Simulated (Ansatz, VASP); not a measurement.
## Cs2Ba: VASP beside Ansatz

```
Cs Ba
1.0
     0.00000    5.69532    5.69532
     5.69532    0.00000    5.69532
     5.69532    5.69532    0.00000
Cs Ba
2 1
Direct
  0.75000 0.75000 0.75000
  0.25000 0.25000 0.25000
  0.00000 0.00000 0.00000
```

Alike in both runs: functional PBE; k mesh 4 × 4 × 4; occupations gaussian, width 0.1 eV; no spin polarisation.

Ansatz relaxed the structure, and its values are those at the end. VASP's run is a single point on that final structure, the one shown.

```csv
,VASP,Ansatz
version,VASP 6.6.1,Ansatz 0.2.0
potentials or method,"VASP PAW PBE potentials, release 64 (Cs_sv, Ba_sv), cutoff 520 eV","scalar-relativistic, plane waves, PAW"
valence electrons in the cell,28,28
```

```tsv
	VASP	Ansatz	Ansatz less VASP
gap on the k mesh at the Fermi level (eV)	none	none	-
pressure (GPa)	0.0	0.0	0.00
```

A gap of «none» marks a metal or a gap that the smearing closes. The functional is the same, so the differences come from potentials, cutoffs and numerics.

Neither program's run includes spin-orbit coupling.
